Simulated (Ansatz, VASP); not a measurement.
## BaS in VASP and in Ansatz

```
Ba S
1.0
     3.80260    0.00000    0.00000
     0.00000    3.80260    0.00000
     0.00000    0.00000    3.80260
Ba S
1 1
Direct
  0.00000 0.00000 0.00000
  0.50000 0.50000 0.50000
```

Alike in both runs: task single point; functional PBE; k mesh 6 × 6 × 6; no spin polarisation.

|  | VASP | Ansatz |
| --- | --- | --- |
| version | VASP 6.6.1 | Ansatz 0.2.0 |
| potentials or method | VASP PAW PBE potentials, release 64 (Ba_sv, S) | plane waves, PAW |
| plane-wave cutoff (eV) | 520 | 420 |
| occupations | gaussian, width 0.01 eV | fixed |
| valence electrons in the cell | 16 | 16 |

VASP gave:

```
gap on the k mesh at the Fermi level (eV) : 1.40
pressure (GPa)                            : 2.5
```

Q: Which values does Ansatz return?

A: gap on the k mesh at the Fermi level (eV): 1.53; pressure (GPa): 1.5.

Neither program's run includes spin-orbit coupling.
